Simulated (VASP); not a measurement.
# ZnO (lda) (P6_3mc) in VASP: notebook

Runs on ZnO (lda). Level: LDA. Tasks: single point.

Everything below comes from runs of VASP 6.6.1. Logs are shortened: lines on timing, memory, paths and dates and some standing lists are left out, and cuts for length are marked.

**Experimental background.**

From “Electronic structure of alkaline earth and post-transition metal oxides”, 2009, arxiv:0908.1581, for a bulk crystal of ZnO: band gap 3.37 eV.

How close the calculation comes is told below.

## 1. The cell of the first run

Symmetry: P6_3mc, No. 186, hexagonal system. The conventional cell has a = 3.249 Å, b = 3.249 Å, c = 5.204 Å, α = 90.00°, β = 90.00°, γ = 120.00°. Within 2.6 Å of Zn (site symmetry 3m) lie 4 O at 1.97 to 1.99 Å. O (site symmetry 3m) has 4 Zn at 1.97 to 1.99 Å within 2.6 Å.

## 2. Single point, LDA

File INCAR:

```
SYSTEM = ZnO
ALGO = Normal
EDIFF = 1E-6
ENCUT = 520
GGA = CA
ISIF = 2
ISMEAR = 0
LASPH = .True.
LCHARG = .False.
LREAL = .False.
LWAVE = .False.
NBANDS = 26
NELM = 100
PREC = Accurate
SIGMA = 0.1
```

File KPOINTS:

```
k-points
0
Gamma
  6 6 4
  0 0 0
```

File POSCAR:

```
ZnO
1.0
    3.2494000000      0.0000000000      0.0000000000
   -1.6247000000      2.8140629500      0.0000000000
    0.0000000000      0.0000000000      5.2038000000
Zn O
2 2
Direct
    0.3333333300      0.6666666700      0.0000000000
    0.6666666700      0.3333333300      0.5000000000
    0.3333333300      0.6666666700      0.3830000000
    0.6666666700      0.3333333300      0.8830000000
```

Potentials or basis: VASP PAW LDA potentials, release 64 (Zn, O).

Command:

```bash
> cat potpaw_LDA.64/Zn/POTCAR potpaw_LDA.64/O/POTCAR > POTCAR
> mpirun -np 1 vasp_std > vasp.out
```

OUTCAR:

```text
SYSTEM = ZnO
   EDIFF = 1E-6
   ENCUT = 520
   GGA = CA
   ISIF = 2
   ISMEAR = 0
   LASPH = .True.
   LREAL = .False.
   NELM = 100
   PREC = Accurate

 ion  position               nearest neighbor table
   1  0.333  0.667  0.000-   4 1.97   4 1.97   4 1.97   3 1.99
   2  0.667  0.333  0.500-   3 1.97   3 1.97   3 1.97   4 1.99
   3  0.333  0.667  0.383-   2 1.97   2 1.97   2 1.97   1 1.99
   4  0.667  0.333  0.883-   1 1.97   1 1.97   1 1.97   2 1.99

  LATTYP: Found a hexagonal cell.
 ALAT       =     3.2494000000
 C/A-ratio  =     1.6014648858

  Lattice vectors:

 A1 = (   3.2494000000,   0.0000000000,   0.0000000000)
 A2 = (  -1.6247000000,   2.8140629500,   0.0000000000)
 A3 = (   0.0000000000,   0.0000000000,   5.2038000000)

Analysis of symmetry for initial positions (statically):
=====================================================================
 Subroutine PRICEL returns:
 Original cell was already a primitive cell.

 Routine SETGRP: Setting up the symmetry group for a
 hexagonal supercell.

 Subroutine GETGRP returns: Found 12 space group operations
 (whereof  6 operations were pure point group operations)
 out of a pool of 24 trial point group operations.

The static configuration has the point symmetry C_3v.
 The point group associated with its full space group is C_6v.

Analysis of symmetry for dynamics (positions and initial velocities):
=====================================================================
 Subroutine PRICEL returns:
 Original cell was already a primitive cell.

 Routine SETGRP: Setting up the symmetry group for a
 hexagonal supercell.

 Subroutine GETGRP returns: Found 12 space group operations
 (whereof  6 operations were pure point group operations)
 out of a pool of 24 trial point group operations.

The dynamic configuration has the point symmetry C_3v.
 The point group associated with its full space group is C_6v.

 Subroutine INISYM returns: Found 12 space group operations
 (whereof  6 operations are pure point group operations),
 and found     1 'primitive' translations

----------------------------------------------------------------------------------------

                                     Primitive cell

  volume of cell :      47.5836

  direct lattice vectors                    reciprocal lattice vectors
     3.249400000  0.000000000  0.000000000     0.307749123  0.177679039  0.000000000
    -1.624700000  2.814062950  0.000000000     0.000000000  0.355358078  0.000000000
     0.000000000  0.000000000  5.203800000     0.000000000  0.000000000  0.192167262

  length of vectors
     3.249400000  3.249400003  5.203800000     0.355358078  0.355358078  0.192167262

  position of ions in fractional coordinates (direct lattice)
     0.333333330  0.666666670  0.000000000
     0.666666670  0.333333330  0.500000000
     0.333333330  0.666666670  0.383000000
     0.666666670  0.333333330  0.883000000

  ion indices of the primitive-cell ions
   primitive index   ion index
                 1           1
                 2           2
                 3           3
                 4           4

----------------------------------------------------------------------------------------

 KPOINTS: k-points

Automatic generation of k-mesh.
 Grid dimensions read from file:
 generate k-points for:    6    6    4

 Generating k-lattice:

  Cartesian coordinates                     Fractional coordinates (reciprocal lattice)
     0.051291520  0.029613173  0.000000000     0.166666667  0.000000000  0.000000000
     0.000000000  0.059226346  0.000000000     0.000000000  0.166666667  0.000000000
     0.000000000  0.000000000  0.048041816     0.000000000  0.000000000  0.250000000

  Length of vectors
     0.059226346  0.059226346  0.048041816

  Shift w.r.t. Gamma in fractional coordinates (k-lattice)
     0.000000000  0.000000000  0.000000000

 Subroutine IBZKPT returns following result:
 ===========================================

 Found     21 irreducible k-points:

 Following reciprocal coordinates:
            Coordinates               Weight
  0.000000  0.000000  0.000000      1.000000
  0.166667  0.000000  0.000000      6.000000
  0.333333  0.000000  0.000000      6.000000
  0.500000  0.000000  0.000000      3.000000
  0.166667  0.166667  0.000000      6.000000
  0.333333  0.166667  0.000000     12.000000
[... 13 lines left out ...]
  0.333333  0.166667  0.500000     12.000000
  0.333333  0.333333  0.500000      2.000000
   k-points           NKPTS =     21   k-points in BZ     NKDIM =     21   number of bands    NBANDS=     26
   number of dos      NEDOS =    301   number of ions     NIONS =      4
   total plane-waves  NPLWV =  23040
   dimension x,y,z NGX =    24 NGY =   24 NGZ =   40
   dimension x,y,z NGXF=    48 NGYF=   48 NGZF=   80
   ions per type =               2   2
   NGX,Y,Z   is equivalent  to a cutoff of  12.28, 12.28, 12.78 a.u.
   NGXF,Y,Z  is equivalent  to a cutoff of  24.56, 24.56, 25.56 a.u.
 SYSTEM =  ZnO
   PREC   = accura    normal or accurate (medium, high low for compatibility)
   ISTART =      0    job   : 0-new  1-cont  2-samecut
   ICHARG =      2    charge: 1-file 2-atom 10-const
   ISPIN  =      1    spin polarized calculation?
   LNONCOLLINEAR =      F non collinear calculations
   LSORBIT =      F    spin-orbit coupling
   LASPH  =      T    aspherical Exc in radial PAW
   ENCUT  =  520.0 eV  38.22 Ry    6.18 a.u.   6.04  6.04  9.68*2*pi/ulx,y,z
   NELM   =    100;   NELMIN=  2; NELMDL= -5     # of ELM steps
   EDIFF  = 0.1E-05   stopping-criterion for ELM
   LREAL  =      F    real-space projection
   EDIFFG = 0.1E-04   stopping-criterion for IOM
   NSW    =      0    number of steps for IOM
   IBRION =     -1    ionic relax: 0-MD 1-quasi-New 2-CG
   NFREE  =      0    steps in history (QN), initial steepest desc. (CG)
   ISIF   =      2    stress and relaxation
   ISYM   =      2    0-nonsym 1-usesym 2-fastsym
   POTIM  = 0.5000    time-step for ionic-motion
   TEBEG  =    0.0;   TEEND  =   0.0 temperature during run
   PSTRESS=    0.0 pullay stress
   NELECT =      36.0000    total number of electrons
   NUPDOWN=      -1.0000    fix difference up-down
   EMIN   =  10.00;   EMAX   =-10.00  energy-range for DOS
   EFERMI =   0.00;   METHOD = LEGACY
   ISMEAR =     0;   SIGMA  =   0.10  broadening in eV -4-tet -1-fermi 0-gaus
   EFERMI_NEDOS =   21; number of points for ismear=-14 and -15
   IALGO  =     38    algorithm
   IMIX   =      4    mixing-type and parameters
     AMIX     =   0.40;   BMIX     =  1.00
     AMIX_MAG =   1.60;   BMIX_MAG =  1.00
  volume/ion in A,a.u.               =      11.90        80.28
  Fermi-wavevector in a.u.,A,eV,Ry     =   1.491729  2.818958 30.276420  2.225254
  Thomas-Fermi vector in A             =   2.604347
   LORBIT       =      0    0 simple, 1 ext, 2 COOP (PROOUT), +10 PAW based schemes
   GGA     = CA    functional components
   LHFCALC =     F    Hartree Fock is set to
   AEXX    =    0.0000 exact exchange contribution
   IVDW    =     0    specifies the selected vdW correction
   LEPSILON=     F    determine dielectric tensor
   LRPA    =     F    only Hartree local field effects (RPA)
 non-spin polarized calculation
 Gauss-broadening in eV      SIGMA  =   0.10
  energy-cutoff  :      520.00
  volume of cell :       47.58
 maximum number of plane-waves:      1302
   NGX = 13   NGY = 13   NGZ = 19

 number of electron      36.0000017 magnetization

 Free energy of the ion-electron system (eV)
  ---------------------------------------------------
  ext. energy  EPLUGINS =         0.00000000
  ---------------------------------------------------
  free energy    TOTEN  =       -21.11964234 eV

  energy without entropy =      -21.11964233  energy(sigma->0) =      -21.11964234

 E-fermi :   1.2611     XC(G=0): -11.4645

 val. band max:        0.8855841638   @ k =   0.0000   0.0000   0.0000
 cond. band min:       1.6268002415   @ k =   0.0000   0.0000   0.0000
 fundamental gap:      0.7412160777
 Fermi energy:         1.2610862456

 k-point     1 :       0.0000    0.0000    0.0000
  band No.  band energies     occupation
      1     -16.9213      2.00000
      2     -16.1469      2.00000
      3      -4.9058      2.00000
      4      -4.9058      2.00000
      5      -4.8062      2.00000
      6      -4.7913      2.00000
[... 18 lines left out ...]
     25      14.7872      0.00000
     26      14.7872      0.00000

 k-point     2 :       0.1667    0.0000    0.0000
  band No.  band energies     occupation
      1     -16.7665      2.00000
      2     -16.0810      2.00000
      3      -5.0554      2.00000
      4      -4.8192      2.00000
      5      -4.7793      2.00000
      6      -4.6988      2.00000
[... 18 lines left out ...]
     25      14.7365      0.00000
     26      15.0178      0.00000

 k-point     3 :       0.3333    0.0000    0.0000
  band No.  band energies     occupation
      1     -16.4167      2.00000
      2     -15.9715      2.00000
      3      -5.2078      2.00000
      4      -4.8526      2.00000
      5      -4.6763      2.00000
      6      -4.4629      2.00000
[... 18 lines left out ...]
     25      14.1460      0.00000
     26      14.7834      0.00000

 k-point     4 :       0.5000    0.0000    0.0000
  band No.  band energies     occupation
      1     -16.1932      2.00000
      2     -15.9556      2.00000
      3      -5.1237      2.00000
      4      -4.9445      2.00000
      5      -4.6284      2.00000
      6      -4.2529      2.00000
[... 18 lines left out ...]
     25      13.9735      0.00000
     26      14.9174      0.00000
[... 409 lines left out ...]
      1     -16.2511      2.00000
      2     -16.2511      2.00000
      3      -5.2333      2.00000
      4      -5.2333      2.00000
      5      -4.6766      2.00000
      6      -4.6766      2.00000
[... 18 lines left out ...]
     25      14.1530      0.00000
     26      14.1530      0.00000

 k-point    20 :       0.3333    0.1667    0.5000
  band No.  band energies     occupation
      1     -16.0663      2.00000
      2     -16.0663      2.00000
      3      -5.1710      2.00000
      4      -5.1710      2.00000
      5      -4.5368      2.00000
      6      -4.5368      2.00000
[... 18 lines left out ...]
     25      14.8957      0.00000
     26      14.8957      0.00000

 k-point    21 :       0.3333    0.3333    0.5000
  band No.  band energies     occupation
      1     -16.0057      2.00000
      2     -16.0057      2.00000
      3      -4.9160      2.00000
      4      -4.9160      2.00000
      5      -4.6744      2.00000
      6      -4.6744      2.00000
[... 18 lines left out ...]
     25      16.4123      0.00000
     26      16.4133      0.00000

------------------------ aborting loop because EDIFF is reached ----------------------------------------

  FORCE on cell =-STRESS in cart. coord.  units (eV):
  Direction    XX          YY          ZZ          XY          YZ          ZX
  --------------------------------------------------------------------------------------
  -------------------------------------------------------------------------------------
  Total       -1.8197427     -1.8197427     -1.7514764      0.0000000      0.0000000      0.0000000
  in kB      -61.2721303    -61.2721304    -58.9735542      0.0000000      0.0000000      0.0000000
  external PRESSURE =     -60.5059383 kB  Pullay stress =       0.0000000 kB

 VOLUME and BASIS-vectors are now :
 -----------------------------------------------------------------------------
  energy-cutoff  :      520.00
  volume of cell :       47.58
      direct lattice vectors                 reciprocal lattice vectors
     3.249400000  0.000000000  0.000000000     0.307749123  0.177679039  0.000000000
    -1.624700000  2.814062950  0.000000000     0.000000000  0.355358078  0.000000000
     0.000000000  0.000000000  5.203800000     0.000000000  0.000000000  0.192167262

 POSITION                                       TOTAL-FORCE (eV/Angst)
 -----------------------------------------------------------------------------------
     -0.00000      1.87604      0.00000        -0.000000     -0.000000      0.067731
      1.62470      0.93802      2.60190         0.000000      0.000000      0.067731
     -0.00000      1.87604      1.99306         0.000000      0.000000     -0.067731
      1.62470      0.93802      4.59496        -0.000000      0.000000     -0.067731
 -----------------------------------------------------------------------------------
    total drift:                               -0.000016      0.000008     -0.000287

  FREE ENERGIE OF THE ION-ELECTRON SYSTEM (eV)
  ---------------------------------------------------
  free  energy   TOTEN  =       -21.1196423359 eV

  energy  without entropy=      -21.1196423347  energy(sigma->0) =      -21.11964234
```

It took 18 s on 1 thread of Intel Xeon 6975P-C, shared host; peak memory 0.15 GiB.

Results:

```yaml
Free_energy: -21.1196 eV
Pressure: -6.1 GPa
Largest_force: 0.068 eV/Å
Band_gap_on_the_k_mesh: 0.74 eV, direct
```

Forces on the atoms (eV/Å):
```
Zn   0.000  0.000  0.068
Zn   0.000  0.000  0.068
O    0.000  0.000 -0.068
O    0.000  0.000 -0.068
```

LDA gaps usually lie below the measured ones, often by a third to a half.

## 3. Single point, LDA

This run uses another cell than the first one, of 11.33 Å³/atom, 0.953 times its volume.

File INCAR:

```
SYSTEM = ZnO
PREC     = Accurate       ! precision mode
ENCUT    = 520            ! plane-wave cutoff, eV
EDIFF    = 1E-6           ! SCF threshold, eV
ISMEAR   = 0              ! smearing method
SIGMA    = 0.02           ! smearing width, eV
LREAL    = .False.        ! projectors in reciprocal space
LASPH    = .True.         ! aspherical terms in the spheres
NELM     = 80             ! most SCF steps
ALGO     = Normal         ! electronic algorithm
ISIF     = 2              ! what is computed and relaxed
LWAVE    = .False.        ! write WAVECAR
LCHARG   = .True.         ! write CHGCAR
GGA      = CA             ! functional
LELF     = .True.         ! ELF
LVHAR    = .True.       
NBANDS   = 26             ! bands
```

File KPOINTS:

```
regular mesh
0
Gamma
  9 9 6
  0 0 0
```

File POSCAR:

```
ZnO
1.0
    3.1873714794      0.0000000000      0.0000000000
   -1.5936857397      2.7603446725      0.0000000000
    0.0000000000      0.0000000000      5.1527901491
Zn O
2 2
Direct
    0.3333333333      0.6666666667      0.0022836073
    0.6666666667      0.3333333333      0.5022836073
    0.3333333333      0.6666666667      0.3807163927
    0.6666666667      0.3333333333      0.8807163927
```

Potentials or basis: VASP PAW LDA potentials, release 64 (Zn, O).

Command:

```bash
> cat potpaw_LDA.64/Zn/POTCAR potpaw_LDA.64/O/POTCAR > POTCAR
> mpirun -np 1 vasp_std > vasp.out
```

Run time: 38 s. Hardware: 1 thread of Intel Xeon 6975P-C, shared host; peak memory 0.17 GiB.

It converged, with:

```yaml
Free_energy: -21.1568 eV
Pressure: 1.1 GPa
Band_gap_on_the_k_mesh: 0.81 eV, direct
```

Levels at points of the mesh, in eV from the valence-band top:
```tsv
k point	band 16	band 17	band 18	band 19	band 20	band 21
(0.00, 0.00, 0.00)	-0.10	0.00	0.00	0.81	5.29	8.20
(0.00, 0.00, 0.50)	-0.43	-0.43	-0.43	3.49	3.49	10.05
```

## 4. Comparison with measurements

Step 3. Measured gap of ZnO: 3.37 eV (quoted in “Electronic structure of alkaline earth and post-transition metal oxides”, 2009, arxiv:0908.1581). This calculation gives 0.81 eV (-2.56 eV). So large a miss can be the level of theory's own, or it may mean another phase, state or a wrong row. The value is that of LDA, without temperature or zero-point motion. Semilocal functionals fall short of measured gaps as a rule.
